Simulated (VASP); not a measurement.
Runs of VASP 6.6.1 on Al3Cu2. The structure is that of space group P-3m1 (No. 164), or close to it. The cells are those of the table. 

| cell | further INCAR settings | gap on the mesh (eV) | pressure (GPa) | largest force (eV/Å) |
| --- | --- | --- | --- | --- |
| a = 4.099, b = 4.099, c = 4.783 Å, angles 90.0, 90.0, 120.0°, 5 atoms | ALGO = Fast; EDIFF = 1e-07; NBANDS = 24 | none | (b) | 0.19 |
| a = 3.935, b = 3.935, c = 4.982 Å, angles 90.0, 90.0, 120.0°, 5 atoms | ALGO = Fast; EDIFF = 1e-07; NBANDS = 24 | none | 11.6 | 0.12 |
| a = 3.935, b = 3.935, c = 5.381 Å, angles 90.0, 90.0, 120.0°, 5 atoms | ALGO = Fast; EDIFF = 1e-07; NBANDS = 24 | none | 2.8 | 0.28 |
| a = 4.099, b = 4.099, c = 5.181 Å, angles 90.0, 90.0, 120.0°, 5 atoms | ALGO = Fast; EDIFF = 1e-07; NBANDS = 24 | none | -3.4 | 0.10 |
| a = 4.263, b = 4.263, c = 4.584 Å, angles 90.0, 90.0, 120.0°, 5 atoms | ALGO = Fast; EDIFF = 1e-06; NBANDS = 24 | none | (a) | 0.62 |

Alike in all rows: task single point; level PBEsol; potentials or basis VASP PAW PBE potentials, release 64 (Al, Cu); no spin polarisation; k mesh 12 × 12 × 10; cutoff (eV) 520; smearing gaussian 0.15 eV.

Question: Estimate the missing entries.

Answer: (a) 4.6; (b) 5.9.

Caveats: the PAW data sets were made with another functional, which shifts forces and pressure a little; the cell stands under pressure (at least some runs); the cell stands under tension (at least some runs).

A gap of «none» marks levels without a gap at the run's occupations.
